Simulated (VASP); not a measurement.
# KF: single point with PBE

Crystal: KF.

```
K F
1.0
     0.00000    2.71054    2.30396
     2.85284    0.00000    2.30396
     2.85284    2.71054    0.00000
K F
1 1
Direct
  0.00000 0.00000 0.00000
  0.50000 0.50000 0.50000
```

This cell differs from its parent crystal: normal strain along x +0.0525, normal strain along z -0.1500.

| Property | Result |
| --- | --- |
| Program | VASP 6.6.1 |
| Task | single point |
| Functional | PBE |
| Potentials or basis | VASP PAW PBE potentials, release 64 (K_sv, F) |
| Cutoff | 520 eV |
| k mesh | 8 × 8 × 8 |
| Occupations | gaussian, width 0.05 eV |
| Spin | no spin polarisation |

```yaml
Pressure: 9.2 GPa
Band_gap_on_the_k_mesh: 5.82 eV, indirect (least direct gap 5.83 eV)
```

Stress tensor (GPa, compression positive):
```
-0.06  0.00  0.00
 0.00  2.33  0.00
 0.00  0.00 25.22
```

Levels at points of the mesh, in eV from the valence-band top:
```
           k point  band 4  band 5  band 6  band 7  band 8  band 9  band 10  band 11  band 12  band 13
(0.00, 0.00, 0.00)   -9.53   -9.47   -0.64   -0.60   -0.02    5.82    10.09    10.44    11.25    11.33
(0.50, 0.00, 0.00)   -9.64   -9.26   -1.39   -1.00   -0.96    8.79    10.52    11.50    12.67    14.26
(0.50, 0.50, 0.00)   -9.95   -9.87   -0.69   -0.62   -0.04    7.35    10.67    13.01    13.66    13.83
(0.50, 0.00, 0.50)   -9.98   -9.61   -0.75   -0.69    0.00    8.19    10.01    11.44    13.29    13.61
(0.00, 0.50, 0.50)   -9.88   -9.56   -0.86   -0.64   -0.01    8.28    10.15    10.97    13.65    13.68
```

Run time: 20 s on 1 thread of Intel(R) Xeon(R) 6975P-C (Granite Rapids) (shared host), peak memory 0.18 GiB.

Caveat: the cell differs from its parent crystal (normal strain along x +0.0525, normal strain along z -0.1500). A k mesh can miss the band edges.
